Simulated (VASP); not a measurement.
Here is a VASP 6.6.1 calculation.

Contents of POSCAR:

```
Ti2O
1.0
    2.9415970721      0.0000000000      0.0000000000
   -1.4707985361      2.5474977922      0.0000000000
    0.0000000000      0.0000000000      4.7980671911
Ti O
2 1
Direct
    0.6666666667      0.3333333333      0.2689455822
    0.3333333333      0.6666666667      0.7310544178
    0.0000000000      0.0000000000      0.0000000000
```

INCAR.step1

```
SYSTEM = Ti2O
ALGO     = Normal         ! electronic algorithm
EDIFF    = 1E-4           ! SCF threshold, eV
ENCUT    = 520            ! plane-wave cutoff, eV
GGA      = PE             ! functional
ISMEAR   = 1              ! smearing method
LASPH    = .True.         ! aspherical terms in the spheres
LCHARG   = .False.        ! write CHGCAR
LREAL    = .False.        ! projectors in reciprocal space
LWAVE    = .True.         ! write WAVECAR
NBANDS   = 22             ! bands
NELM     = 60             ! most SCF steps
PREC     = Accurate       ! precision mode
SIGMA    = 0.1            ! smearing width, eV
```

The input INCAR.step2:

```
SYSTEM = Ti2O
ALGO     = Normal         ! electronic algorithm
EDIFF    = 1E-7           ! SCF threshold, eV
ENCUT    = 520            ! plane-wave cutoff, eV
ISIF     = 2              ! what is computed and relaxed
ISMEAR   = 1              ! smearing method
ISTART   = 1            
LASPH    = .True.         ! aspherical terms in the spheres
LCHARG   = .True.         ! write CHGCAR
LELF     = .True.         ! ELF
LMIXTAU  = .True.       
LREAL    = .False.        ! projectors in reciprocal space
LVHAR    = .True.       
LWAVE    = .False.        ! write WAVECAR
METAGGA  = R2SCAN         ! meta-GGA
NBANDS   = 22             ! bands
NELM     = 60             ! most SCF steps
PREC     = Accurate       ! precision mode
SIGMA    = 0.1            ! smearing width, eV
```

The input KPOINTS:

```
k-points
0
Gamma
  13 13 7
  0 0 0
```

Potentials or basis: VASP PAW PBE potentials, release 64 (Ti_sv, O).

The run is started by

```sh
$ cat potpaw_PBE.64/Ti_sv/POTCAR potpaw_PBE.64/O/POTCAR > POTCAR
$ cp INCAR.step1 INCAR
$ mpirun -np 1 vasp_std > vasp.out
$ cp INCAR.step2 INCAR
$ mpirun -np 1 vasp_std > vasp.out
```

Problem. Estimate the largest force.

Solution. 0.062 eV/Å.

Problem. What does it give for the band gap on the k mesh?

Solution. Zero (band 15 reaches 10.69 eV, above the bottom of band 16 at 9.79 eV).

Problem. What does it give for the pressure?

Solution. 3.1 GPa.

Forces in eV/Å, atoms in the order of the input:
```
Ti   0.000  0.000  0.062
Ti   0.000  0.000 -0.062
O    0.000  0.000  0.000
```

Caveat: the PAW data sets were made with another functional, which shifts forces and pressure a little.
